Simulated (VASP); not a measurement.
Input of a VASP 6.6.1 run:

Contents of INCAR:

```
PREC = Accurate ; ENCUT = 520
EDIFF = 1E-6 ; ISMEAR = -1
SIGMA = 0.1 ; LREAL = F
LASPH = T ; NELM = 80
ALGO = Normal ; ISIF = 2
LWAVE = F ; LCHARG = T
GGA = CA ; LELF = T
LVHAR = T ; NBANDS = 26
```

File KPOINTS:

```
regular mesh
0
Gamma
  6 6 6
```

The input POSCAR:

```
SiAu3
1.0
    0.0000000000      3.3289723006      3.3289723006
    3.3289723006      0.0000000000      3.3289723006
    3.3289723006      3.3289723006      0.0000000000
Si Au
1 3
Direct
    0.0000000000      0.0000000000      0.0000000000
    0.2500000000      0.2500000000      0.2500000000
    0.7500000000      0.7500000000      0.7500000000
    0.5000000000      0.5000000000      0.5000000000
```

Potentials or basis: VASP PAW LDA potentials, release 64 (Si, Au).

Command:

```console
$ cat potpaw_LDA.64/Si/POTCAR potpaw_LDA.64/Au/POTCAR > POTCAR
$ mpirun -np 1 vasp_std > vasp.out
```

(1) Estimate the pressure.

## Answers

(1) -13.5 GPa.
